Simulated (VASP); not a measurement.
Input of a VASP 6.6.1 run:

Contents of INCAR:

```
SYSTEM = In2TeO2
  PREC = Accurate
  ENCUT = 600
  EDIFF = 1E-6
  ISMEAR = 0
  SIGMA = 0.1
  LREAL = .FALSE.
  LASPH = .TRUE.
  NELM = 60
  ALGO = Normal
  ISIF = 3
  LWAVE = .FALSE.
  LCHARG = .FALSE.
  GGA = PE
  IBRION = 2
  NSW = 90
  EDIFFG = -0.04
```

File KPOINTS:

```
regular mesh
0
G
  4 4 4
  0 0 0
```

Contents of POSCAR:

```
In2TeO2
1.0
    4.8402189100      0.0000000000      0.0000000000
    0.0000000000      4.8402189100      0.0000000000
    0.0000000000      0.0000000000      4.8488768400
In Te O
2 1 2
Direct
    0.0000000000      0.0000000000      0.5000000000
    0.0000000000      0.0000000000      0.0000000000
    0.5000000000      0.5000000000      0.5000000000
    0.5000000000      0.5000000000      0.8508078800
    0.5000000000      0.5000000000      0.1491921200
```

Potentials or basis: VASP PAW PBE potentials, release 64 (In_d, Te, O).

Command:

```sh
$ cat potpaw_PBE.64/In_d/POTCAR potpaw_PBE.64/Te/POTCAR potpaw_PBE.64/O/POTCAR > POTCAR
$ mpirun -np 1 vasp_std > vasp.out
```

Question: Predict the relaxed volume.

Answer: 23.98 Å³/atom.

Question: Estimate the band gap on the k mesh.

Answer: Zero (bands 22 and 23 overlap by 0.60 eV).

Question: Estimate the relaxed cell.

Answer: a = 4.077 Å, b = 4.077 Å, c = 7.215 Å, α = 90.00°, β = 90.00°, γ = 90.00°.

Final structure:
```cif
data_structure
_symmetry_space_group_name_H-M 'P 1'
_symmetry_Int_Tables_number 1
_cell_length_a 4.0765
_cell_length_b 4.0765
_cell_length_c 7.2155
_cell_angle_alpha 90.000
_cell_angle_beta 90.000
_cell_angle_gamma 90.000
_cell_volume 119.91
loop_
_atom_site_label
_atom_site_type_symbol
_atom_site_fract_x
_atom_site_fract_y
_atom_site_fract_z
_atom_site_occupancy
In1 In 0.00000 0.00000 0.50000 1
In2 In 0.00000 0.00000 0.00000 1
Te1 Te 0.50000 0.50000 0.50000 1
O1 O 0.50000 0.50000 0.90249 1
O2 O 0.50000 0.50000 0.09751 1
```

Caveat: a cell axis changed by over 15 % at a fixed basis, so the end point is rough; spin-orbit coupling is left out, which moves the levels of the heavy elements.
